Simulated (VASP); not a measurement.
Set up this calculation in VASP 6.6.1, as the native input.

```yaml
Task: single point
Functional: r2SCAN
Potentials_or_basis: VASP PAW PBE potentials, release 64 (W_sv)
Cutoff: 520 eV
k_mesh: 11 × 11 × 11
Occupations: fermi-dirac, width 0.1 eV
Spin: no spin polarisation
Dipole_correction: no
Further_INCAR_settings: ALGO = Normal; EDIFF = 1e-06; NBANDS = 21
```

Crystal: W.

```
CELL_PARAMETERS angstrom
0.00000 2.81643 2.81643
2.81643 0.00000 2.81643
2.81643 2.81643 0.00000
ATOMIC_POSITIONS crystal
W 0.12500 0.12500 0.12500
W 0.87500 0.87500 0.87500
```

This cell differs from its parent crystal: volume scaled by 0.92.

One way to write it, as run:

POSCAR

```
W
1.0
    0.0000000000      2.8164325389      2.8164325389
    2.8164325389      0.0000000000      2.8164325389
    2.8164325389      2.8164325389      0.0000000000
W
2
Direct
    0.1250000000      0.1250000000      0.1250000000
    0.8750000000      0.8750000000      0.8750000000
```

INCAR.step1

```
PREC     = Accurate       # precision mode
ENCUT    = 520            # plane-wave cutoff, eV
ISMEAR   = -1             # smearing method
SIGMA    = 0.1            # smearing width, eV
LREAL    = F              # projectors in reciprocal space
LASPH    = T              # aspherical terms in the spheres
NELM     = 100            # most SCF steps
NBANDS   = 21             # bands
GGA      = PE             # functional
ALGO     = Normal         # electronic algorithm
EDIFF    = 1E-4           # SCF threshold, eV
LWAVE    = T              # write WAVECAR
LCHARG   = F              # write CHGCAR
```

INCAR.step2

```
PREC     = Accurate       # precision mode
ENCUT    = 520            # plane-wave cutoff, eV
EDIFF    = 1E-6           # SCF threshold, eV
ISMEAR   = -1             # smearing method
SIGMA    = 0.1            # smearing width, eV
LREAL    = F              # projectors in reciprocal space
LASPH    = T              # aspherical terms in the spheres
NELM     = 100            # most SCF steps
ALGO     = Normal         # electronic algorithm
ISIF     = 2              # what is computed and relaxed
LWAVE    = F              # write WAVECAR
LCHARG   = T              # write CHGCAR
METAGGA  = R2SCAN         # meta-GGA
LMIXTAU  = T            
LELF     = T              # ELF
LVHAR    = T            
NBANDS   = 21             # bands
ISTART   = 1
```

KPOINTS

```
Automatic mesh
0
Gamma
  11 11 11
```

Potentials or basis: VASP PAW PBE potentials, release 64 (W_sv).

Run with:

```bash
$ cat potpaw_PBE.64/W_sv/POTCAR > POTCAR
$ cp INCAR.step1 INCAR
$ mpirun -np 1 vasp_std > vasp.out
$ cp INCAR.step2 INCAR
$ mpirun -np 1 vasp_std > vasp.out
```

Results of the run:

```yaml
Pressure: 13.6 GPa
Band_gap_on_the_k_mesh: zero (band 14 reaches 6.77 eV, above the bottom of band 15 at 5.74 eV)
```

Caveat: the PAW data sets were made with another functional, which shifts forces and pressure a little; spin-orbit coupling is left out, which moves the levels of the heavy elements.

It took 80 s on 1 thread of Intel(R) Xeon(R) 6975P-C (Granite Rapids) (shared host), peak memory 0.19 GiB.
